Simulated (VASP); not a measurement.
Crystal: EuS.

```
CELL_PARAMETERS angstrom
5.95700 2.97850 2.97850
2.97850 5.95700 2.97850
2.97850 2.97850 5.95700
ATOMIC_POSITIONS crystal
Eu 0.00000 0.00000 0.00000
Eu 0.50000 0.50000 0.50000
S 0.25000 0.25000 0.25000
S 0.75000 0.75000 0.75000
```

Base run:

- Program: VASP 6.6.1
- Functional: LDA
- Potentials or basis: VASP PAW PBE potentials, release 64 (Eu, S)
- Cutoff: 600 eV
- k mesh: 6 × 6 × 6
- Occupations: gaussian, width 0.1 eV
- Spin: collinear spin, antiferromagnetic start
- Starting moments: [7.0, -7.0, 0.0, 0.0] μB
- Hubbard terms: Eu f U = 6.3 eV

Its results: band gap on the k mesh 0.80 eV; pressure -3.4 GPa; net moment 0.00 μB per cell; site moments Eu +6.75, -6.75; S +0.00 μB.

**Question.** The run is repeated on the same cell with these changes: spin from collinear spin, antiferromagnetic start to collinear spin, ferromagnetic start; moments at the start from [7.0, -7.0, 0.0, 0.0] to [7.0, 7.0, 0.0, 0.0]. What comes out?

**Answer.** Band gap on the k mesh 0.35 eV; pressure -3.6 GPa; net moment 14.00 μB per cell; site moments Eu +6.75; S -0.05 μB.

Caveats: the cell stands under tension; the PAW data sets were made with another functional, which shifts forces and pressure a little; spin-orbit coupling is left out, which moves the levels of the heavy elements.

A k mesh can miss the band edges.
